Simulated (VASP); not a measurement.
# V (Im-3m) in VASP: notebook, part 2 of 2

VASP 6.6.1. Earlier steps stand in the parts before.

## (4) Electric field gradients, PBEsol, collinear spin, ferromagnetic start (14.69 Å³/atom)

This run uses another cell than the first one, of 14.69 Å³/atom.

Input file INCAR:

```
SYSTEM = V
PREC = Accurate
ENCUT = 520
EDIFF = 1E-8
ISMEAR = -1
SIGMA = 0.03
LREAL = .False.
LASPH = .True.
NELM = 150
ALGO = Normal
ISIF = 2
LWAVE = .False.
LCHARG = .False.
ISPIN = 2
MAGMOM = 1.5
LORBIT = 11
LMAXMIX = 4
GGA = PS
LEFG = .True.
NBANDS = 16
```

Input file KPOINTS:

```
regular mesh
0
Gamma
  19 19 19
  0 0 0
```

Input file POSCAR:

```
V
1.0
   -1.5426742003      1.5426742003      1.5426742003
    1.5426742003     -1.5426742003      1.5426742003
    1.5426742003      1.5426742003     -1.5426742003
V
1
Direct
    0.0000000000      0.0000000000      0.0000000000
```

Potentials or basis: VASP PAW PBE potentials, release 64 (V_sv).

The run is started by

```bash
$ cat potpaw_PBE.64/V_sv/POTCAR > POTCAR
$ mpirun -np 1 vasp_std > vasp.out
```

OUTCAR:

```text
SYSTEM = V
   PREC = Accurate
   ENCUT = 520
   EDIFF = 1E-8
   ISMEAR = -1
   LREAL = .False.
   LASPH = .True.
   NELM = 150
   ISIF = 2
   ISPIN = 2
   LORBIT = 11
   GGA = PS

 ion  position               nearest neighbor table
   1  0.000  0.000  0.000-

  LATTYP: Found a body centered cubic cell.
 ALAT       =     3.0853484006

  Lattice vectors:

 A1 = (  -1.5426742003,   1.5426742003,   1.5426742003)
 A2 = (   1.5426742003,  -1.5426742003,   1.5426742003)
 A3 = (   1.5426742003,   1.5426742003,  -1.5426742003)

Analysis of symmetry for initial positions (statically):
=====================================================================
 Subroutine PRICEL returns:
 Original cell was already a primitive cell.

 Routine SETGRP: Setting up the symmetry group for a
 body centered cubic supercell.

 Subroutine GETGRP returns: Found 48 space group operations
 (whereof 48 operations were pure point group operations)
 out of a pool of 48 trial point group operations.

The static configuration has the point symmetry O_h .

Analysis of symmetry for dynamics (positions and initial velocities):
=====================================================================
 Subroutine PRICEL returns:
 Original cell was already a primitive cell.

 Routine SETGRP: Setting up the symmetry group for a
 body centered cubic supercell.

 Subroutine GETGRP returns: Found 48 space group operations
 (whereof 48 operations were pure point group operations)
 out of a pool of 48 trial point group operations.

The dynamic configuration has the point symmetry O_h .

Analysis of structural, dynamic, and magnetic symmetry:
[... 632 lines left out ...]
      6       8.9181      0.00000
[... 435 lines left out ...]
      5       5.6412      1.00000
      6       7.7540      1.00000
[... 8 lines left out ...]
     15      34.6765      0.00000
     16      35.7237      0.00000

 [... further k-points ...]

------------------------ aborting loop because EDIFF is reached ----------------------------------------

  FORCE on cell =-STRESS in cart. coord.  units (eV):
  Direction    XX          YY          ZZ          XY          YZ          ZX
  --------------------------------------------------------------------------------------
  -------------------------------------------------------------------------------------
  Total       -1.7761617     -1.7761617     -1.7761617     -0.0000000     -0.0000000     -0.0000000
  in kB     -193.7806633   -193.7806633   -193.7806633     -0.0000000     -0.0000000     -0.0000000
  external PRESSURE =    -193.7806633 kB  Pullay stress =       0.0000000 kB

 VOLUME and BASIS-vectors are now :
 -----------------------------------------------------------------------------
  energy-cutoff  :      520.00
  volume of cell :       14.69
      direct lattice vectors                 reciprocal lattice vectors
    -1.542674200  1.542674200  1.542674200     0.000000000  0.324112505  0.324112505
     1.542674200 -1.542674200  1.542674200     0.324112505  0.000000000  0.324112505
     1.542674200  1.542674200 -1.542674200     0.324112505  0.324112505  0.000000000

 POSITION                                       TOTAL-FORCE (eV/Angst)
 -----------------------------------------------------------------------------------
      0.00000      0.00000      0.00000         0.000000     -0.000000     -0.000000
 -----------------------------------------------------------------------------------
    total drift:                                0.000000     -0.000000      0.000000

  FREE ENERGIE OF THE ION-ELECTRON SYSTEM (eV)
  ---------------------------------------------------
  free  energy   TOTEN  =        -9.5224433493 eV

  energy  without entropy=       -9.5164491434  energy(sigma->0) =       -9.51944625

 Electric field gradients (V/A^2)
---------------------------------------------------------------------
 ion       V_xx      V_yy      V_zz      V_xy      V_xz      V_yz
---------------------------------------------------------------------
   1       0.000     0.000     0.000     0.001     0.001     0.001
---------------------------------------------------------------------

 Electric field gradients after diagonalization (V/A^2)
 (convention: |V_zz| > |V_xx| > |V_yy|)
----------------------------------------------------------------------
 ion       V_xx      V_yy      V_zz     asymmetry (V_yy - V_xx)/ V_zz
----------------------------------------------------------------------
   1      -0.001    -0.001     0.003       0.000
----------------------------------------------------------------------

           NMR quadrupolar parameters

 Cq : quadrupolar parameter    Cq=e*Q*V_zz/h
 eta: asymmetry parameters     (V_yy - V_xx)/ V_zz
 Q  : nuclear electric quadrupole moment in mb (millibarn)
----------------------------------------------------------------------
 ion       Cq(MHz)       eta       Q (mb)
----------------------------------------------------------------------
   1       0.000       0.000       1.000
----------------------------------------------------------------------

 total charge

# of ion       s       p       d       tot
------------------------------------------
    1        2.319   6.196   3.003  11.518

 magnetization (x)

# of ion       s       p       d       tot
------------------------------------------
    1        0.000   0.000   0.000   0.000
```

OSZICAR:

```text
N       E                     dE             d eps       ncg     rms          rms(c)
DAV:   1     0.926374691994E+02    0.92637E+02   -0.64702E+03 14224   0.874E+02
DAV:   2    -0.941464624792E+01   -0.10205E+03   -0.98054E+02 15648   0.270E+02
DAV:   3    -0.109389575275E+02   -0.15243E+01   -0.15218E+01 15696   0.358E+01
DAV:   4    -0.109452532259E+02   -0.62957E-02   -0.62956E-02 16880   0.244E+00
DAV:   5    -0.109453117844E+02   -0.58558E-04   -0.58557E-04 16056   0.220E-01    0.181E+01
DAV:   6    -0.951988020825E+01    0.14254E+01   -0.20715E+00 14328   0.242E+01    0.190E+00
DAV:   7    -0.952712572648E+01   -0.72455E-02   -0.91720E-02 15272   0.274E+00    0.128E+00
DAV:   8    -0.952325460002E+01    0.38711E-02   -0.54256E-03 15968   0.871E-01    0.833E-01
DAV:   9    -0.952212749674E+01    0.11271E-02   -0.14460E-03 16000   0.441E-01    0.143E-01
DAV:  10    -0.952238549626E+01   -0.25800E-03   -0.50048E-04 15568   0.202E-01    0.535E-02
DAV:  11    -0.952243140208E+01   -0.45906E-04   -0.51532E-05 16600   0.597E-02    0.203E-02
DAV:  12    -0.952244208944E+01   -0.10687E-04   -0.45135E-06 14768   0.208E-02    0.791E-03
DAV:  13    -0.952244304055E+01   -0.95111E-06   -0.27088E-07 16840   0.526E-03    0.365E-03
DAV:  14    -0.952244325742E+01   -0.21687E-06   -0.13857E-07 15768   0.210E-03    0.171E-03
DAV:  15    -0.952244334008E+01   -0.82657E-07   -0.72055E-08 16376   0.156E-03    0.270E-04
DAV:  16    -0.952244334931E+01   -0.92264E-08   -0.20792E-09  7344   0.456E-04
   1 F= -.95224433E+01 E0= -.95194462E+01  d E =-.599421E-02  mag=     0.0000
```

It took 2.6 min on 1 thread of Intel Xeon 8259CL, shared host; peak memory 0.19 GiB.

Results:

- Free energy: -9.5224 eV
- Pressure: -19.4 GPa
- Net moment: 0.00 μB per cell
- Largest electric field gradient by atom: zero within the noise of the run
- Valence electrons inside the program's atomic spheres: V 11.52

Levels at points of the mesh, in eV from the Fermi level:
Spin up:
```
           k point  band 5  band 6  band 7  band 8  band 9  band 10
(0.00, 0.00, 0.00)   -6.39    0.40    0.40    0.40    2.19     2.19
```
Spin down:
```
           k point  band 5  band 6  band 7  band 8  band 9  band 10
(0.00, 0.00, 0.00)   -6.39    0.40    0.40    0.40    2.19     2.19
```

Caveat: the cell stands under tension; the PAW data sets were made with another functional, which shifts forces and pressure a little.

## (5) Electric field gradients, PBEsol, collinear spin, ferromagnetic start (13.99 Å³/atom)

This run uses another cell than the first one, of 13.99 Å³/atom.

Input file INCAR:

```
SYSTEM = V
PREC = Accurate
ENCUT = 520
EDIFF = 1E-8
ISMEAR = -1
SIGMA = 0.03
LREAL = .FALSE.
LASPH = .TRUE.
NELM = 150
ALGO = Normal
ISIF = 2
LWAVE = .FALSE.
LCHARG = .FALSE.
ISPIN = 2
MAGMOM = 1.5
LORBIT = 11
LMAXMIX = 4
GGA = PS
LEFG = .TRUE.
NBANDS = 16
```

Input file KPOINTS:

```
regular mesh
0
G
  19 19 19
  0 0 0
```

Input file POSCAR:

```
V
1.0
   -1.5180266150      1.5180266150      1.5180266150
    1.5180266150     -1.5180266150      1.5180266150
    1.5180266150      1.5180266150     -1.5180266150
V
1
Direct
    0.0000000000      0.0000000000      0.0000000000
```

Potentials or basis: VASP PAW PBE potentials, release 64 (V_sv).

The run is started by

```bash
$ cat potpaw_PBE.64/V_sv/POTCAR > POTCAR
$ mpirun -np 1 vasp_std > vasp.out
```

OUTCAR:

```text
SYSTEM = V
   PREC = Accurate
   ENCUT = 520
   EDIFF = 1E-8
   ISMEAR = -1
   LREAL = .FALSE.
   LASPH = .TRUE.
   NELM = 150
   ISIF = 2
   ISPIN = 2
   LORBIT = 11
   GGA = PS

 ion  position               nearest neighbor table
   1  0.000  0.000  0.000-

  LATTYP: Found a body centered cubic cell.
 ALAT       =     3.0360532300

  Lattice vectors:

 A1 = (  -1.5180266150,   1.5180266150,   1.5180266150)
 A2 = (   1.5180266150,  -1.5180266150,   1.5180266150)
 A3 = (   1.5180266150,   1.5180266150,  -1.5180266150)

Analysis of symmetry for initial positions (statically):
=====================================================================
 Subroutine PRICEL returns:
 Original cell was already a primitive cell.

 Routine SETGRP: Setting up the symmetry group for a
 body centered cubic supercell.

 Subroutine GETGRP returns: Found 48 space group operations
 (whereof 48 operations were pure point group operations)
[... 1120 lines left out ...]
     1.518026615 -1.518026615  1.518026615     0.329374989  0.000000000  0.329374989
     1.518026615  1.518026615 -1.518026615     0.329374989  0.329374989  0.000000000

 POSITION                                       TOTAL-FORCE (eV/Angst)
 -----------------------------------------------------------------------------------
      0.00000      0.00000      0.00000        -0.000000     -0.000000      0.000000
 -----------------------------------------------------------------------------------
    total drift:                                0.000000     -0.000000      0.000000

  FREE ENERGIE OF THE ION-ELECTRON SYSTEM (eV)
  ---------------------------------------------------
  free  energy   TOTEN  =        -9.5930113688 eV

  energy  without entropy=       -9.5875032707  energy(sigma->0) =       -9.59025732

 Electric field gradients (V/A^2)
---------------------------------------------------------------------
 ion       V_xx      V_yy      V_zz      V_xy      V_xz      V_yz
---------------------------------------------------------------------
   1      -0.000    -0.000    -0.000     0.003     0.003     0.003
---------------------------------------------------------------------

 Electric field gradients after diagonalization (V/A^2)
 (convention: |V_zz| > |V_xx| > |V_yy|)
----------------------------------------------------------------------
 ion       V_xx      V_yy      V_zz     asymmetry (V_yy - V_xx)/ V_zz
----------------------------------------------------------------------
   1      -0.003    -0.003     0.006       0.000
----------------------------------------------------------------------

           NMR quadrupolar parameters

 Cq : quadrupolar parameter    Cq=e*Q*V_zz/h
 eta: asymmetry parameters     (V_yy - V_xx)/ V_zz
 Q  : nuclear electric quadrupole moment in mb (millibarn)
----------------------------------------------------------------------
 ion       Cq(MHz)       eta       Q (mb)
----------------------------------------------------------------------
   1       0.000       0.000       1.000
----------------------------------------------------------------------

 total charge

# of ion       s       p       d       tot
------------------------------------------
    1        2.332   6.211   3.050  11.593

 magnetization (x)

# of ion       s       p       d       tot
------------------------------------------
    1        0.000   0.000   0.000   0.000
```

OSZICAR:

```text
N       E                     dE             d eps       ncg     rms          rms(c)
DAV:   1     0.911398289055E+02    0.91140E+02   -0.64911E+03 14256   0.882E+02
DAV:   2    -0.942918242494E+01   -0.10057E+03   -0.96662E+02 15544   0.269E+02
DAV:   3    -0.109179847069E+02   -0.14888E+01   -0.14865E+01 15848   0.356E+01
DAV:   4    -0.109238340513E+02   -0.58493E-02   -0.58493E-02 16904   0.236E+00
DAV:   5    -0.109238859180E+02   -0.51867E-04   -0.51867E-04 16008   0.208E-01    0.192E+01
DAV:   6    -0.959245417974E+01    0.13314E+01   -0.18870E+00 14400   0.234E+01    0.200E+00
DAV:   7    -0.959686575440E+01   -0.44116E-02   -0.82869E-02 15640   0.265E+00    0.146E+00
DAV:   8    -0.959497645799E+01    0.18893E-02   -0.52972E-03 15736   0.843E-01    0.840E-01
DAV:   9    -0.959278684069E+01    0.21896E-02   -0.14057E-03 16064   0.447E-01    0.163E-01
DAV:  10    -0.959299471008E+01   -0.20787E-03   -0.53003E-04 15632   0.210E-01    0.338E-02
DAV:  11    -0.959300766802E+01   -0.12958E-04   -0.25468E-05 16160   0.513E-02    0.153E-02
DAV:  12    -0.959301150056E+01   -0.38325E-05   -0.38498E-06 15056   0.199E-02    0.399E-03
DAV:  13    -0.959301139075E+01    0.10981E-06   -0.51453E-08 16256   0.268E-03    0.840E-04
DAV:  14    -0.959301137344E+01    0.17307E-07   -0.43951E-09 10184   0.468E-04    0.230E-04
DAV:  15    -0.959301136882E+01    0.46150E-08   -0.84407E-10  7512   0.300E-04
   1 F= -.95930114E+01 E0= -.95902573E+01  d E =-.550810E-02  mag=    -0.0000
```

It took 2 min on 1 thread of AMD EPYC 7R43 (Zen 3), shared host; peak memory 0.15 GiB.

What came out:

```
Free energy                                           : -9.5930 eV
Pressure                                              : -13.1 GPa
Net moment                                            : 0.00 μB per cell
Largest electric field gradient by atom               : zero within the noise of the run
Valence electrons inside the program's atomic spheres : V 11.59
```

Caveat: the cell stands under tension; the PAW data sets were made with another functional, which shifts forces and pressure a little.

## (6) The runs side by side

| cell | gap on the mesh (eV) | pressure (GPa) | moment (μB) |
| --- | --- | --- | --- |
| a = 2.638 Å, angles 109.5°, 1 atom | none | -14.5 | 0.00 |
| a = 2.672 Å, angles 109.5°, 1 atom | none | -19.4 | 0.00 |
| a = 2.629 Å, angles 109.5°, 1 atom | none | -13.1 | 0.00 |

Alike in all rows: task electric field gradients; level PBEsol; potentials or basis VASP PAW PBE potentials, release 64 (V_sv); spin collinear, ferromagnetic start; k mesh 19 × 19 × 19; cutoff (eV) 520; smearing fermi-dirac 0.03 eV.

Caveats: the cell stands under tension; the PAW data sets were made with another functional, which shifts forces and pressure a little.

Absolute energies hang on the potentials; compare differences alone.
